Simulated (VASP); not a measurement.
Wanted: the native input for a VASP 6.6.1 run.

```yaml
Task: single point
Functional: PBE
Potentials_or_basis: VASP PAW PBE potentials, release 64 (Ti_sv, B, N)
Cutoff: 520 eV
k_mesh: 6 × 6 × 4
Occupations: gaussian, width 0.1 eV
Spin: collinear spin
Starting_moments: "[-0.64, 0.0, 0.0, 0.0, 0.0, 0.0] μB"
Dipole_correction: no
Further_INCAR_settings: ALGO = Normal; EDIFF = 1e-06; NBANDS = 30
```

The structure of TiB2N3 lies in POSCAR:

```
TiB2N3
1.0
    3.1129245140      0.0000000000      0.0000000000
    0.0000000000      3.1129245140      0.0000000000
    0.0000000000      0.0000000000      6.8520312204
Ti B N
1 2 3
Direct
    0.5000000000      0.5000000000      0.5000000000
    0.5000000000      0.5000000000      0.0000000000
    0.0000000000      0.0000000000      0.0000000000
    0.0000000000      0.0000000000      0.5000000000
    0.5000000000      0.0000000000      0.0000000000
    0.0000000000      0.5000000000      0.0000000000
```

The cell was built from a structure type or drawn by symmetry, and may not be a known phase.

The input as run:

INCAR

```
SYSTEM = TiB2N3
ALGO = Normal
EDIFF = 1E-6
ENCUT = 520
GGA = PE
ISIF = 2
ISMEAR = 0
ISPIN = 2
LASPH = .TRUE.
LCHARG = .FALSE.
LMAXMIX = 4
LORBIT = 11
LREAL = .FALSE.
LWAVE = .FALSE.
MAGMOM = -0.64 0 0 0 0 0
NBANDS = 30
NELM = 150
PREC = Accurate
SIGMA = 0.1
```

KPOINTS

```
k-points
0
G
  6 6 4
  0 0 0
```

Potentials or basis: VASP PAW PBE potentials, release 64 (Ti_sv, B, N).

Launch:

```console
$ cat potpaw_PBE.64/Ti_sv/POTCAR potpaw_PBE.64/B/POTCAR potpaw_PBE.64/N/POTCAR > POTCAR
$ mpirun -np 1 vasp_std > vasp.out
```

It gave:

The pressure is -0.6 GPa. The net moment is 0.00 μB per cell and the valence electrons inside the program's atomic spheres are Ti 10.02; B 1.86, 1.84; N 3.58, 4.01 (each value once).

Run time: 73 s on 1 thread of Intel(R) Xeon(R) 6975P-C (Granite Rapids) (shared host), peak memory 0.25 GiB.
